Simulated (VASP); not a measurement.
# Pt (Pm-3n) in VASP: further runs, part 2 of 2

VASP 6.6.1. Earlier steps stand in the parts before.

## 3. Single point, revPBE

INCAR reads:

```
SYSTEM = Pt
ALGO = Normal
EDIFF = 1E-6
ENCUT = 520
GGA = RE
ISIF = 2
ISMEAR = -1
LASPH = .TRUE.
LCHARG = .FALSE.
LREAL = .FALSE.
LWAVE = .FALSE.
NBANDS = 50
NELM = 80
PREC = Accurate
SIGMA = 0.1
```

KPOINTS reads:

```
k-points
0
G
  7 7 7
  0 0 0
```

POSCAR reads:

```
Pt
1.0
    5.0882820062      0.0000000000      0.0000000000
    0.0000000000      5.0882820062      0.0000000000
    0.0000000000      0.0000000000      5.0882820062
Pt
8
Direct
    1.0000000000      0.0000000000      1.0000000000
    0.5000000000      0.5000000000      0.5000000000
    0.2500000000      1.0000000000      0.5000000000
    0.7500000000      0.0000000000      0.5000000000
    0.5000000000      0.2500000000      0.0000000000
    0.5000000000      0.7500000000      1.0000000000
    0.0000000000      0.5000000000      0.2500000000
    0.0000000000      0.5000000000      0.7500000000
```

Potentials or basis: VASP PAW PBE potentials, release 64 (Pt).

On the command line:

```
$ cat potpaw_PBE.64/Pt/POTCAR > POTCAR
$ mpirun -np 1 vasp_std > vasp.out
```

OUTCAR:

```text
SYSTEM = Pt
   EDIFF = 1E-6
   ENCUT = 520
   GGA = RE
   ISIF = 2
   ISMEAR = -1
   LASPH = .TRUE.
   LREAL = .FALSE.
   NELM = 80
   PREC = Accurate

 ion  position               nearest neighbor table
   1  0.000  0.000  0.000-   3 2.84   4 2.84   5 2.84   6 2.84   7 2.84   8 2.84   3 2.84   4 2.84
                             7 2.84   8 2.84   5 2.84   6 2.84
   2  0.500  0.500  0.500-   3 2.84   4 2.84   5 2.84   6 2.84   7 2.84   8 2.84   5 2.84   6 2.84
                             3 2.84   4 2.84   7 2.84   8 2.84
   3  0.250  0.000  0.500-   4 2.54   4 2.54   1 2.84   1 2.84   2 2.84   2 2.84   8 3.12   5 3.12
                             5 3.12   6 3.12   6 3.12   7 3.12   8 3.12   7 3.12
   4  0.750  0.000  0.500-   3 2.54   3 2.54   1 2.84   1 2.84   2 2.84   2 2.84   8 3.12   5 3.12
                             5 3.12   6 3.12   6 3.12   7 3.12   8 3.12   7 3.12
   5  0.500  0.250  0.000-   6 2.54   6 2.54   1 2.84   2 2.84   2 2.84   1 2.84   8 3.12   4 3.12
                             3 3.12   4 3.12   3 3.12   7 3.12   7 3.12   8 3.12
   6  0.500  0.750  0.000-   5 2.54   5 2.54   1 2.84   2 2.84   2 2.84   1 2.84   8 3.12   4 3.12
                             3 3.12   4 3.12   3 3.12   7 3.12   7 3.12   8 3.12
   7  0.000  0.500  0.250-   8 2.54   8 2.54   1 2.84   2 2.84   1 2.84   2 2.84   3 3.12   4 3.12
                             5 3.12   3 3.12   4 3.12   6 3.12   5 3.12   6 3.12
   8  0.000  0.500  0.750-   7 2.54   7 2.54   1 2.84   2 2.84   1 2.84   2 2.84   3 3.12   4 3.12
                             5 3.12   3 3.12   4 3.12   6 3.12   5 3.12   6 3.12

  LATTYP: Found a simple cubic cell.
 ALAT       =     5.0882820062

  Lattice vectors:

 A1 = (   5.0882820062,   0.0000000000,   0.0000000000)
 A2 = (   0.0000000000,   5.0882820062,   0.0000000000)
 A3 = (   0.0000000000,   0.0000000000,   5.0882820062)

Analysis of symmetry for initial positions (statically):
=====================================================================
 Subroutine PRICEL returns:
 Original cell was already a primitive cell.

 Routine SETGRP: Setting up the symmetry group for a
 simple cubic supercell.

 Subroutine GETGRP returns: Found 48 space group operations
 (whereof 24 operations were pure point group operations)
 out of a pool of 48 trial point group operations.

The static configuration has the point symmetry T_h .
 The point group associated with its full space group is O_h .

Analysis of symmetry for dynamics (positions and initial velocities):
=====================================================================
 Subroutine PRICEL returns:
 Original cell was already a primitive cell.

 Routine SETGRP: Setting up the symmetry group for a
 simple cubic supercell.

 Subroutine GETGRP returns: Found 48 space group operations
 (whereof 24 operations were pure point group operations)
 out of a pool of 48 trial point group operations.

The dynamic configuration has the point symmetry T_h .
 The point group associated with its full space group is O_h .

 Subroutine INISYM returns: Found 48 space group operations
 (whereof 24 operations are pure point group operations),
 and found     1 'primitive' translations

----------------------------------------------------------------------------------------

                                     Primitive cell
[... 64 lines left out ...]
  0.142857  0.142857  0.000000     12.000000
  0.285714  0.142857  0.000000     24.000000
[... 12 lines left out ...]
  0.428571  0.428571  0.285714     24.000000
  0.428571  0.428571  0.428571      8.000000
   k-points           NKPTS =     20   k-points in BZ     NKDIM =     20   number of bands    NBANDS=     50
   number of dos      NEDOS =    301   number of ions     NIONS =      8
   total plane-waves  NPLWV =  64000
   dimension x,y,z NGX =    40 NGY =   40 NGZ =   40
   dimension x,y,z NGXF=    80 NGYF=   80 NGZF=   80
   ions per type =               8
   NGX,Y,Z   is equivalent  to a cutoff of  13.07, 13.07, 13.07 a.u.
   NGXF,Y,Z  is equivalent  to a cutoff of  26.14, 26.14, 26.14 a.u.
 SYSTEM =  Pt
   PREC   = accura    normal or accurate (medium, high low for compatibility)
   ISTART =      0    job   : 0-new  1-cont  2-samecut
   ICHARG =      2    charge: 1-file 2-atom 10-const
   ISPIN  =      1    spin polarized calculation?
   LNONCOLLINEAR =      F non collinear calculations
   LSORBIT =      F    spin-orbit coupling
   LASPH  =      T    aspherical Exc in radial PAW
   ENCUT  =  520.0 eV  38.22 Ry    6.18 a.u.   9.46  9.46  9.46*2*pi/ulx,y,z
   NELM   =     80;   NELMIN=  2; NELMDL= -5     # of ELM steps
   EDIFF  = 0.1E-05   stopping-criterion for ELM
   LREAL  =      F    real-space projection
   EDIFFG = 0.1E-04   stopping-criterion for IOM
   NSW    =      0    number of steps for IOM
   IBRION =     -1    ionic relax: 0-MD 1-quasi-New 2-CG
   NFREE  =      0    steps in history (QN), initial steepest desc. (CG)
   ISIF   =      2    stress and relaxation
   ISYM   =      2    0-nonsym 1-usesym 2-fastsym
   POTIM  = 0.5000    time-step for ionic-motion
   TEBEG  =    0.0;   TEEND  =   0.0 temperature during run
   PSTRESS=    0.0 pullay stress
   NELECT =      80.0000    total number of electrons
   NUPDOWN=      -1.0000    fix difference up-down
   EMIN   =  10.00;   EMAX   =-10.00  energy-range for DOS
   EFERMI =   0.00;   METHOD = LEGACY
   ISMEAR =    -1;   SIGMA  =   0.10  broadening in eV -4-tet -1-fermi 0-gaus
   EFERMI_NEDOS =   21; number of points for ismear=-14 and -15
   IALGO  =     38    algorithm
   IMIX   =      4    mixing-type and parameters
     AMIX     =   0.40;   BMIX     =  1.00
     AMIX_MAG =   1.60;   BMIX_MAG =  1.00
  volume/ion in A,a.u.               =      16.47       111.13
  Fermi-wavevector in a.u.,A,eV,Ry     =   1.386331  2.619786 26.149229  1.921914
  Thomas-Fermi vector in A             =   2.510657
   LORBIT       =      0    0 simple, 1 ext, 2 COOP (PROOUT), +10 PAW based schemes
   GGA     = RE    functional components
   LHFCALC =     F    Hartree Fock is set to
   AEXX    =    0.0000 exact exchange contribution
   IVDW    =     0    specifies the selected vdW correction
   LEPSILON=     F    determine dielectric tensor
   LRPA    =     F    only Hartree local field effects (RPA)
 non-spin polarized calculation
  energy-cutoff  :      520.00
  volume of cell :      131.74
 maximum number of plane-waves:      3590
 NGX is ok and might be reduce to    40
   NGX = 19   NGY = 19   NGZ = 19

 number of electron      79.9999986 magnetization

 Free energy of the ion-electron system (eV)
  ---------------------------------------------------
  ext. energy  EPLUGINS =         0.00000000
  ---------------------------------------------------
  free energy    TOTEN  =       -42.89783785 eV

  energy without entropy =      -42.45027166  energy(sigma->0) =      -42.67405476

 E-fermi :   9.7003     XC(G=0): -12.8961

 val. band max:        9.6841298024   @ k =   0.4286   0.4286   0.2857
 cond. band min:       9.7005697668   @ k =   0.4286   0.4286   0.0000
 fundamental gap:      0.0164399644
 Fermi energy:         9.7003184840

 k-point     1 :       0.0000    0.0000    0.0000
  band No.  band energies     occupation
      1       0.4533      2.00000
      2       3.0121      2.00000
      3       3.0121      2.00000
      4       4.1519      2.00000
      5       4.3423      2.00000
      6       4.5011      2.00000
[... 1049 lines left out ...]
     49      19.0222      0.00000
     50      19.4227      0.00000

------------------------ aborting loop because EDIFF is reached ----------------------------------------

  FORCE on cell =-STRESS in cart. coord.  units (eV):
  Direction    XX          YY          ZZ          XY          YZ          ZX
  --------------------------------------------------------------------------------------
  -------------------------------------------------------------------------------------
  Total       -0.4930355     -0.4930355     -0.4930355      0.0000000      0.0000000     -0.0000000
  in kB       -5.9961888     -5.9961888     -5.9961888      0.0000000      0.0000000     -0.0000000
  external PRESSURE =      -5.9961888 kB  Pullay stress =       0.0000000 kB

 VOLUME and BASIS-vectors are now :
 -----------------------------------------------------------------------------
  energy-cutoff  :      520.00
  volume of cell :      131.74
      direct lattice vectors                 reciprocal lattice vectors
     5.088282006  0.000000000  0.000000000     0.196529988  0.000000000  0.000000000
     0.000000000  5.088282006  0.000000000     0.000000000  0.196529988  0.000000000
     0.000000000  0.000000000  5.088282006     0.000000000  0.000000000  0.196529988

 POSITION                                       TOTAL-FORCE (eV/Angst)
 -----------------------------------------------------------------------------------
      0.00000      0.00000      0.00000        -0.000000     -0.000000     -0.000000
      2.54414      2.54414      2.54414        -0.000000     -0.000000     -0.000000
      1.27207      0.00000      2.54414        -0.000000     -0.000000     -0.000000
      3.81621      0.00000      2.54414         0.000000      0.000000      0.000000
      2.54414      1.27207      0.00000         0.000000      0.000000     -0.000000
      2.54414      3.81621      0.00000         0.000000     -0.000000      0.000000
      0.00000      2.54414      1.27207        -0.000000      0.000000     -0.000000
      0.00000      2.54414      3.81621         0.000000      0.000000      0.000000
 -----------------------------------------------------------------------------------
    total drift:                               -0.000000     -0.000000      0.000000

  FREE ENERGIE OF THE ION-ELECTRON SYSTEM (eV)
  ---------------------------------------------------
  free  energy   TOTEN  =       -42.8978378512 eV

  energy  without entropy=      -42.4502716595  energy(sigma->0) =      -42.67405476
```

Wall time 2.3 min (1 thread of Intel Xeon Platinum 8259CL at 2.50GHz (Skylake/Cascade Lake), shared host); peak memory 0.28 GiB.

Results:

```yaml
Free_energy: -42.8978 eV
Pressure: -0.6 GPa
Band_gap_on_the_k_mesh: zero (band 40 reaches 9.86 eV, above the bottom of band 41 at 9.45 eV)
```

Levels at points of the mesh, in eV from the Fermi level:
```
           k point  band 38  band 39  band 40  band 41  band 42  band 43
(0.00, 0.00, 0.00)    -0.19     0.16     0.16     0.16     2.31     2.31
```

Caveat: the PAW data sets were made with another functional, which shifts forces and pressure a little; spin-orbit coupling is left out, which moves the levels of the heavy elements.

## 4. Relaxation of cell and atoms, revPBE

This run uses another cell than the first one, of 15.09 Å³/atom, 0.917 times its volume.

INCAR reads:

```
SYSTEM = Pt
  ALGO = Normal
  EDIFF = 1E-6
  EDIFFG = -0.01
  ENCUT = 600
  GGA = RE
  IBRION = 2
  ISIF = 3
  ISMEAR = -1
  LASPH = .TRUE.
  LCHARG = .FALSE.
  LREAL = .FALSE.
  LWAVE = .FALSE.
  NELM = 100
  NSW = 80
  PREC = Accurate
  SIGMA = 0.1
```

KPOINTS reads:

```
k-points
0
G
  5 5 5
  0 0 0
```

POSCAR reads:

```
Pt
1.0
    4.9427962708      0.0000000000      0.0000000000
    0.0000000000      4.9427962708      0.0000000000
    0.0000000000      0.0000000000      4.9427962708
Pt
8
Direct
    0.0000000000      0.0000000000      0.0000000000
    0.5000000000      0.5000000000      0.5000000000
    0.2500000000      0.0000000000      0.5000000000
    0.7500000000      0.0000000000      0.5000000000
    0.5000000000      0.2500000000      0.0000000000
    0.5000000000      0.7500000000      0.0000000000
    0.0000000000      0.5000000000      0.2500000000
    0.0000000000      0.5000000000      0.7500000000
```

On the command line:

```
$ cat potpaw_PBE.64/Pt/POTCAR > POTCAR
$ mpirun -np 1 vasp_std > vasp.out
```

Wall time 8.2 min (1 thread of Intel Xeon Platinum 8259CL at 2.50GHz (Skylake/Cascade Lake), shared host); peak memory 0.27 GiB.

Results (log left out):

- Free energy: -42.8494 eV
- Relaxed volume: 16.43 Å³/atom
- Relaxed cell: a = 5.084 Å, b = 5.084 Å, c = 5.084 Å, α = 90.00°, β = 90.00°, γ = 90.00°
- Space group after relaxing (to 0.05 Å): Pm-3n (No. 223)
- Energy gained by relaxing: 86.6 meV/atom
- Ionic steps: 18
- Pressure after relaxing: 0.1 GPa
- Band gap on the k mesh: zero (band 40 reaches 9.91 eV, above the bottom of band 41 at 9.52 eV)

The path:
```
step  energy change (eV)  largest force (eV/Å)  pressure (GPa)  volume (Å³)
   1              0.0000                0.0000           22.76       120.76
   2              2.3184                0.0000          -24.69       162.25
   3             -0.6887                0.0000           -1.46       132.38
   4             -0.6929                0.0000           -0.23       131.60
   5             -0.6930                0.0000            0.13       131.37
   6             -0.6930                0.0000            0.13       131.38
   7             -0.6930                0.0000            0.13       131.38
   8             -0.6930                0.0000            0.12       131.38
   9             -0.6930                0.0000            0.12       131.38
  10             -0.6930                0.0000            0.12       131.38
  11             -0.6930                0.0000            0.12       131.38
  12             -0.6930                0.0000            0.12       131.38
  13             -0.6930                0.0000            0.12       131.38
  14             -0.6930                0.0000            0.12       131.38
  15             -0.6930                0.0000            0.12       131.38
  16             -0.6930                0.0000            0.12       131.39
  17             -0.6930                0.0000            0.10       131.40
  18             -0.6930                0.0000            0.07       131.42
```

Final structure:
```xyz
8
Lattice="5.0841 0.0000 0.0000 0.0000 5.0841 0.0000 0.0000 0.0000 5.0841" Properties=species:S:1:pos:R:3 pbc="T T T"
Pt    5.0841    0.0000    5.0841
Pt    2.5421    2.5421    2.5421
Pt    1.2710    0.0000    2.5421
Pt    3.8131    0.0000    2.5421
Pt    2.5421    1.2710    5.0841
Pt    2.5421    3.8131    0.0000
Pt    0.0000    2.5421    1.2710
Pt    5.0841    2.5421    3.8131
```

Levels at points of the mesh, in eV from the Fermi level:
```tsv
k point	band 37	band 38	band 39	band 40	band 41	band 42	band 43	band 44
(0.00, 0.00, 0.00)	-0.20	-0.20	0.16	0.16	0.16	2.29	2.29	2.29
```

Caveat: the PAW data sets were made with another functional, which shifts forces and pressure a little; spin-orbit coupling is left out, which moves the levels of the heavy elements.

## 5. The runs side by side

```tsv
task	cell	k mesh	cutoff (eV)	gap on the mesh (eV)	pressure (GPa)
single point	a = 5.088 Å, 8 atoms	5 × 5 × 5	520	none	-0.5
single point	a = 5.088 Å, 8 atoms	7 × 7 × 7	520	none	-0.6
relaxation of cell and atoms	relaxed from a = 4.943 Å, 8 atoms	5 × 5 × 5	600	none	0.1
```

Alike in all rows: level revPBE; potentials or basis VASP PAW PBE potentials, release 64 (Pt); no spin polarisation; smearing fermi-dirac 0.1 eV.

Caveats: the PAW data sets were made with another functional, which shifts forces and pressure a little; spin-orbit coupling is left out, which moves the levels of the heavy elements.

Total energies depend on the potentials used, so only differences within one code and one set of settings carry meaning.
